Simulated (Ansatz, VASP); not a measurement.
## V: VASP beside Ansatz

```
V
1.0
     2.60429    0.00000    0.00000
    -1.30215    2.25538    0.00000
     0.00000    0.00000    4.72334
V
2
Direct
  0.33333 0.66667 0.25000
  0.66667 0.33333 0.75000
```

Alike in both runs: task relaxation of cell and atoms; functional PBE; dispersion D3(BJ); k mesh 12 × 12 × 6; occupations fermi-dirac, width 0.05 eV; collinear spin.

|  | VASP | Ansatz |
| --- | --- | --- |
| version | VASP 6.6.1 | Ansatz 0.2.0 |
| potentials or method | VASP PAW PBE potentials, release 64 (V_sv) | Ansatz PAW |
| plane-wave cutoff (eV) | 600 | 420 |
| valence electrons in the cell | 26 | 26 |

Ansatz gave:

```
gap on the k mesh at the Fermi level, each at its own relaxed structure (eV) : none
net moment per atom (μB)                                                     : 0.00
relaxed volume (Å³/atom)                                                     : 13.21
relaxed length of the cell vector where the two differ most in proportion (Å)              : 4.630
```

Q: What did VASP give for the same quantities?

A: gap on the k mesh at the Fermi level, each at its own relaxed structure (eV): none; net moment per atom (μB): 0.00; relaxed volume (Å³/atom): 13.21; relaxed length of the cell vector where the two differ most in proportion (Å): 4.631.

A gap of «none» marks a metal or a gap that the smearing closes.

Noted on Ansatz's run: the plane-wave basis is chosen anew once the cell has moved, so the energies of steps on either side of that aren't comparable.
